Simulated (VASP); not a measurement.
Set up this calculation in VASP 6.6.1, as the native input.

```yaml
Task: single point
Functional: PBE
Potentials_or_basis: VASP PAW PBE potentials, release 64 (B, N)
Cutoff: 520 eV
k_mesh: 12 × 12 × 6
Occupations: gaussian, width 0.05 eV
Spin: no spin polarisation
Dipole_correction: no
Further_INCAR_settings: ALGO = Normal; EDIFF = 1e-06; NBANDS = 16
```

The structure of BN lies in POSCAR:

```
BN
1.0
    2.5539396017      0.0000000000      0.0000000000
   -1.2769698009      2.2117765748      0.0000000000
    0.0000000000      0.0000000000      4.0577808000
B N
2 2
Direct
    0.6666666667      0.3333333333      0.9997240000
    0.3333333333      0.6666666667      0.4997240000
    0.6666666667      0.3333333333      0.6252760000
    0.3333333333      0.6666666667      0.1252760000
```

This cell differs from its parent crystal: strain +0.000 along x and y, -0.040 along z.

The input as run:

INCAR

```
PREC = Accurate
ENCUT = 520
EDIFF = 1E-6
ISMEAR = 0
SIGMA = 0.05
LREAL = F
LASPH = T
NELM = 60
ALGO = Normal
ISIF = 2
LWAVE = F
LCHARG = T
GGA = PE
LELF = T
LVHAR = T
NBANDS = 16
```

KPOINTS

```
Automatic mesh
0
Gamma
  12 12 6
```

Potentials or basis: VASP PAW PBE potentials, release 64 (B, N).

Command:

```bash
$ cat potpaw_PBE.64/B/POTCAR potpaw_PBE.64/N/POTCAR > POTCAR
$ mpirun -np 1 vasp_std > vasp.out
```

Results of the run:

```
Pressure               : 17.7 GPa
Largest force          : 0.189 eV/Å
Band gap on the k mesh : 5.27 eV, indirect (least direct gap 8.12 eV)
```

Caveat: the cell differs from its parent crystal (strain +0.000 along x and y, -0.040 along z).

It took 15 s on 1 thread of Intel(R) Xeon(R) Platinum 8488C (Sapphire Rapids) (shared host), peak memory 0.14 GiB.
